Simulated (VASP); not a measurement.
# Co (P6_3/mmc) in VASP: single point with LDA

Aim: the single point of Co with LDA.

Program: VASP 6.6.1. These are calculated values, not measurements. Logs are shortened: lines on timing, memory, paths and dates and some standing lists are left out, and cuts for length are marked.

### Step 1. The cell of the first run

It takes space group P6_3/mmc (No. 194, hexagonal). Conventional cell: a = 2.427 Å, b = 2.427 Å, c = 7.865 Å, α = 90.00°, β = 90.00°, γ = 120.00°. Co (site symmetry -3m) has 12 Co at 2.41 to 2.43 Å within 3.2 Å. Within 3.2 Å of Co (site symmetry -6m2) lie 12 Co at 2.41 to 2.43 Å.

### Step 2. Single point, LDA, collinear spin, ferromagnetic start

INCAR reads:

```
ALGO = Normal ; EDIFF = 1E-7
ENCUT = 520 ; GGA = CA
ISIF = 2 ; ISMEAR = -1
ISPIN = 2 ; LASPH = True
LCHARG = False ; LMAXMIX = 4
LORBIT = 11 ; LREAL = False
LWAVE = False ; MAGMOM = 1.559 1.559 1.579 1.579
NBANDS = 30 ; NELM = 150
PREC = Accurate ; SIGMA = 0.05
```

KPOINTS reads:

```
k-points
0
Gamma
  20 20 6
```

POSCAR reads:

```
Co
1.0
    2.4266360966      0.0000000000      0.0000000000
   -1.2133180483      2.1015285053      0.0000000000
    0.0000000000      0.0000000000      7.8645784139
Co
4
Direct
    0.0000000000      0.0000000000      1.0000000000
    0.0000000000      0.0000000000      0.5000000000
    0.3333333333      0.6666666667      0.2500000000
    0.6666666667      0.3333333333      0.7500000000
```

Potentials or basis: VASP PAW LDA potentials, release 64 (Co).

Run with:

```sh
> cat potpaw_LDA.64/Co/POTCAR > POTCAR
> mpirun -np 1 vasp_std > vasp.out
```

OUTCAR:

```text
EDIFF = 1E-7
   ENCUT = 520
   GGA = CA
   ISIF = 2
   ISMEAR = -1
   ISPIN = 2
   LASPH = True
   LORBIT = 11
   LREAL = False
   NELM = 150
   PREC = Accurate

 ion  position               nearest neighbor table
   1  0.000  0.000  0.000-   3 2.41   4 2.41   3 2.41   4 2.41   4 2.41   3 2.41
   2  0.000  0.000  0.500-   3 2.41   4 2.41   3 2.41   4 2.41   4 2.41   3 2.41
   3  0.333  0.667  0.250-   1 2.41   2 2.41   1 2.41   2 2.41   1 2.41   2 2.41
   4  0.667  0.333  0.750-   1 2.41   2 2.41   1 2.41   2 2.41   1 2.41   2 2.41

  LATTYP: Found a hexagonal cell.
 ALAT       =     2.4266360966
 C/A-ratio  =     3.2409385259

  Lattice vectors:

 A1 = (   2.4266360966,   0.0000000000,   0.0000000000)
 A2 = (  -1.2133180483,   2.1015285053,   0.0000000000)
 A3 = (   0.0000000000,   0.0000000000,   7.8645784139)

Analysis of symmetry for initial positions (statically):
=====================================================================
 Subroutine PRICEL returns:
 Original cell was already a primitive cell.

 Routine SETGRP: Setting up the symmetry group for a
 hexagonal supercell.

 Subroutine GETGRP returns: Found 24 space group operations
 (whereof 12 operations were pure point group operations)
 out of a pool of 24 trial point group operations.

The static configuration has the point symmetry D_3d.
 The point group associated with its full space group is D_6h.

Analysis of symmetry for dynamics (positions and initial velocities):
=====================================================================
 Subroutine PRICEL returns:
 Original cell was already a primitive cell.

 Routine SETGRP: Setting up the symmetry group for a
 hexagonal supercell.

 Subroutine GETGRP returns: Found 24 space group operations
 (whereof 12 operations were pure point group operations)
 out of a pool of 24 trial point group operations.

The dynamic configuration has the point symmetry D_3d.
 The point group associated with its full space group is D_6h.

Analysis of structural, dynamic, and magnetic symmetry:
=====================================================================
 Subroutine PRICEL returns:
 Original cell was already a primitive cell.

 Routine SETGRP: Setting up the symmetry group for a
 hexagonal supercell.

 Subroutine GETGRP returns: Found 24 space group operations
 (whereof 12 operations were pure point group operations)
 out of a pool of 24 trial point group operations.

The overall configuration has the point symmetry D_3d.
 The point group associated with its full space group is D_6h.

 Subroutine INISYM returns: Found 24 space group operations
 (whereof 12 operations are pure point group operations),
 and found     1 'primitive' translations

----------------------------------------------------------------------------------------

                                     Primitive cell

  volume of cell :      40.1066

  direct lattice vectors                    reciprocal lattice vectors
     2.426636097  0.000000000  0.000000000     0.412093103  0.237922064  0.000000000
    -1.213318048  2.101528505  0.000000000     0.000000000  0.475844128  0.000000000
     0.000000000  0.000000000  7.864578414     0.000000000  0.000000000  0.127152397

  length of vectors
     2.426636097  2.426636097  7.864578414     0.475844128  0.475844128  0.127152397

  position of ions in fractional coordinates (direct lattice)
     0.000000000  0.000000000  0.000000000
     0.000000000  0.000000000  0.500000000
     0.333333333  0.666666667  0.250000000
     0.666666667  0.333333333  0.750000000

  ion indices of the primitive-cell ions
   primitive index   ion index
                 1           1
                 2           2
                 3           3
                 4           4

----------------------------------------------------------------------------------------

 KPOINTS: k-points

Automatic generation of k-mesh.
 Grid dimensions read from file:
 generate k-points for:   20   20    6

 Generating k-lattice:

  Cartesian coordinates                     Fractional coordinates (reciprocal lattice)
     0.020604655  0.011896103  0.000000000     0.050000000  0.000000000  0.000000000
     0.000000000  0.023792206  0.000000000     0.000000000  0.050000000  0.000000000
     0.000000000  0.000000000  0.021192066     0.000000000  0.000000000  0.166666667

  Length of vectors
     0.023792206  0.023792206  0.021192066

  Shift w.r.t. Gamma in fractional coordinates (k-lattice)
     0.000000000  0.000000000  0.000000000

 Subroutine IBZKPT returns following result:
 ===========================================

 Found    176 irreducible k-points:

 Following reciprocal coordinates:
            Coordinates               Weight
  0.000000  0.000000  0.000000      1.000000
  0.050000  0.000000  0.000000      6.000000
  0.100000  0.000000  0.000000      6.000000
  0.150000  0.000000  0.000000      6.000000
  0.200000  0.000000  0.000000      6.000000
  0.250000  0.000000  0.000000      6.000000
[... 16 lines left out ...]
  0.200000  0.100000  0.000000     12.000000
  0.250000  0.100000  0.000000     12.000000
 [... further k-points ...]
   k-points           NKPTS =    176   k-points in BZ     NKDIM =    176   number of bands    NBANDS=     30
   number of dos      NEDOS =    301   number of ions     NIONS =      4
   total plane-waves  NPLWV =  19440
   dimension x,y,z NGX =    18 NGY =   18 NGZ =   60
   dimension x,y,z NGXF=    36 NGYF=   36 NGZF=  120
   ions per type =               4
   NGX,Y,Z   is equivalent  to a cutoff of  12.33, 12.33, 12.68 a.u.
   NGXF,Y,Z  is equivalent  to a cutoff of  24.66, 24.66, 25.37 a.u.
 SYSTEM =  unknown system
   PREC   = accura    normal or accurate (medium, high low for compatibility)
   ISTART =      0    job   : 0-new  1-cont  2-samecut
   ICHARG =      2    charge: 1-file 2-atom 10-const
   ISPIN  =      2    spin polarized calculation?
   LNONCOLLINEAR =      F non collinear calculations
   LSORBIT =      F    spin-orbit coupling
   LASPH  =      T    aspherical Exc in radial PAW
   ENCUT  =  520.0 eV  38.22 Ry    6.18 a.u.   4.51  4.51 14.62*2*pi/ulx,y,z
   NELM   =    150;   NELMIN=  2; NELMDL= -5     # of ELM steps
   EDIFF  = 0.1E-06   stopping-criterion for ELM
   LREAL  =      F    real-space projection
   EDIFFG = 0.1E-05   stopping-criterion for IOM
   NSW    =      0    number of steps for IOM
   IBRION =     -1    ionic relax: 0-MD 1-quasi-New 2-CG
   NFREE  =      0    steps in history (QN), initial steepest desc. (CG)
   ISIF   =      2    stress and relaxation
   ISYM   =      2    0-nonsym 1-usesym 2-fastsym
   POTIM  = 0.5000    time-step for ionic-motion
   TEBEG  =    0.0;   TEEND  =   0.0 temperature during run
   PSTRESS=    0.0 pullay stress
   NELECT =      36.0000    total number of electrons
   NUPDOWN=      -1.0000    fix difference up-down
   EMIN   =  10.00;   EMAX   =-10.00  energy-range for DOS
   EFERMI =   0.00;   METHOD = LEGACY
   ISMEAR =    -1;   SIGMA  =   0.05  broadening in eV -4-tet -1-fermi 0-gaus
   EFERMI_NEDOS =   21; number of points for ismear=-14 and -15
   IALGO  =     38    algorithm
   IMIX   =      4    mixing-type and parameters
     AMIX     =   0.40;   BMIX     =  1.00
     AMIX_MAG =   1.60;   BMIX_MAG =  1.00
  volume/ion in A,a.u.               =      10.03        67.66
  Fermi-wavevector in a.u.,A,eV,Ry     =   1.579200  2.984256 33.931208  2.493873
  Thomas-Fermi vector in A             =   2.679616
   LORBIT       =     11    0 simple, 1 ext, 2 COOP (PROOUT), +10 PAW based schemes
   GGA     = CA    functional components
   LHFCALC =     F    Hartree Fock is set to
   AEXX    =    0.0000 exact exchange contribution
   IVDW    =     0    specifies the selected vdW correction
   LEPSILON=     F    determine dielectric tensor
   LRPA    =     F    only Hartree local field effects (RPA)
 spin polarized calculation
  energy-cutoff  :      520.00
  volume of cell :       40.11
 maximum number of plane-waves:      1110
   NGX =  9   NGY =  9   NGZ = 29

 number of electron      35.9999978 magnetization       6.0658111

 Free energy of the ion-electron system (eV)
  ---------------------------------------------------
  ext. energy  EPLUGINS =         0.00000000
  ---------------------------------------------------
  free energy    TOTEN  =       -32.47015922 eV

  energy without entropy =      -32.43737218  energy(sigma->0) =      -32.45376570

 E-fermi :  11.1153     XC(G=0): -14.2070

 val. band max:       11.1132912722   @ k =   0.1500   0.1000   0.5000
 cond. band min:      11.1177407055   @ k =   0.3500   0.0500   0.3333
 fundamental gap:      0.0044494333
 Fermi energy:        11.1153323580

 spin component 1

 k-point     1 :       0.0000    0.0000    0.0000
  band No.  band energies     occupation
      1       1.7017      1.00000
      2       4.0506      1.00000
      3       4.0648      1.00000
      4       5.6416      1.00000
      5       8.0894      1.00000
      6       8.1234      1.00000
[... 781 lines left out ...]
     29      26.5274      0.00000
     30      28.6916      0.00000

 [... further k-points ...]

 spin component 2

 k-point     1 :       0.0000    0.0000    0.0000
  band No.  band energies     occupation
      1       1.8990      1.00000
      2       4.3141      1.00000
      3       4.3205      1.00000
      4       6.5098      1.00000
      5       9.2709      1.00000
      6       9.3101      1.00000
[... 781 lines left out ...]
     29      26.9852      0.00000
     30      29.1800      0.00000

 [... further k-points ...]

------------------------ aborting loop because EDIFF is reached ----------------------------------------

  FORCE on cell =-STRESS in cart. coord.  units (eV):
  Direction    XX          YY          ZZ          XY          YZ          ZX
  --------------------------------------------------------------------------------------
  -------------------------------------------------------------------------------------
  Total       -0.1753629     -0.1753629     -0.2725756      0.0000000      0.0000000      0.0000000
  in kB       -7.0053985     -7.0053985    -10.8888543      0.0000000      0.0000000      0.0000000
  external PRESSURE =      -8.2998838 kB  Pullay stress =       0.0000000 kB

 VOLUME and BASIS-vectors are now :
 -----------------------------------------------------------------------------
  energy-cutoff  :      520.00
  volume of cell :       40.11
      direct lattice vectors                 reciprocal lattice vectors
     2.426636097  0.000000000  0.000000000     0.412093103  0.237922064  0.000000000
    -1.213318048  2.101528505  0.000000000     0.000000000  0.475844128  0.000000000
     0.000000000  0.000000000  7.864578414     0.000000000  0.000000000  0.127152397

 POSITION                                       TOTAL-FORCE (eV/Angst)
 -----------------------------------------------------------------------------------
      0.00000      0.00000      0.00000        -0.000000      0.000000     -0.000000
      0.00000      0.00000      3.93229        -0.000000      0.000000     -0.000000
     -0.00000      1.40102      1.96614        -0.000000      0.000000      0.000000
      1.21332      0.70051      5.89843         0.000000     -0.000000     -0.000000
 -----------------------------------------------------------------------------------
    total drift:                                0.000000     -0.000000      0.000000

  FREE ENERGIE OF THE ION-ELECTRON SYSTEM (eV)
  ---------------------------------------------------
  free  energy   TOTEN  =       -32.4701592231 eV

  energy  without entropy=      -32.4373721773  energy(sigma->0) =      -32.45376570

 total charge

# of ion       s       p       d       tot
------------------------------------------
    1        0.524   0.587   7.337   8.448
    2        0.524   0.587   7.337   8.448
    3        0.524   0.590   7.330   8.444
    4        0.524   0.590   7.330   8.444
--------------------------------------------------
tot          2.096   2.354  29.335  33.785

 magnetization (x)

# of ion       s       p       d       tot
------------------------------------------
    1       -0.013  -0.036   1.547   1.499
    2       -0.013  -0.036   1.547   1.499
    3       -0.012  -0.037   1.568   1.518
    4       -0.012  -0.037   1.568   1.518
--------------------------------------------------
tot         -0.050  -0.145   6.229   6.035
```

Wall time 3.6 min (1 thread of Intel Xeon Platinum 8488C (Sapphire Rapids), shared host); peak memory 0.36 GiB.

Results:

| Property | Result |
| --- | --- |
| Free energy | -32.4702 eV |
| Pressure | -0.8 GPa |
| Net moment | 6.07 μB per cell |
| Site moments | Co +1.50, +1.52 (each value once) μB |
| Valence electrons inside the program's atomic spheres | Co 8.45, 8.44 (each value once) |

Levels at points of the mesh, in eV from the Fermi level:
Spin up:
| k point | band 19 | band 20 | band 21 | band 22 | band 23 | band 24 |
| --- | --- | --- | --- | --- | --- | --- |
| (0.00, 0.00, 0.00) | -1.25 | -0.90 | -0.90 | -0.45 | -0.45 | -0.18 |
| (0.50, 0.00, 0.00) | -0.20 | -0.18 | 0.32 | 1.49 | 2.87 | 3.49 |
| (0.00, 0.00, 0.50) | -1.42 | -1.42 | -0.65 | -0.65 | -0.65 | -0.65 |
| (0.50, 0.00, 0.50) | -0.24 | -0.24 | 1.53 | 1.53 | 3.14 | 3.14 |
Spin down:
```csv
k point,band 10,band 11,band 12,band 13,band 14,band 15,band 16,band 17,band 18,band 19
"(0.00, 0.00, 0.00)",-1.34,-1.25,-1.01,-1.01,-0.94,-0.94,-0.08,-0.08,0.01,0.32
"(0.50, 0.00, 0.00)",-1.39,-0.89,-0.21,-0.19,0.72,1.20,1.21,1.26,1.28,1.37
"(0.00, 0.00, 0.50)",-1.25,-1.25,-1.25,-1.12,-1.12,-1.12,-1.12,0.13,0.13,0.13
"(0.50, 0.00, 0.50)",-1.06,-0.88,-0.88,-0.23,-0.23,0.81,0.81,1.22,1.22,1.36
```
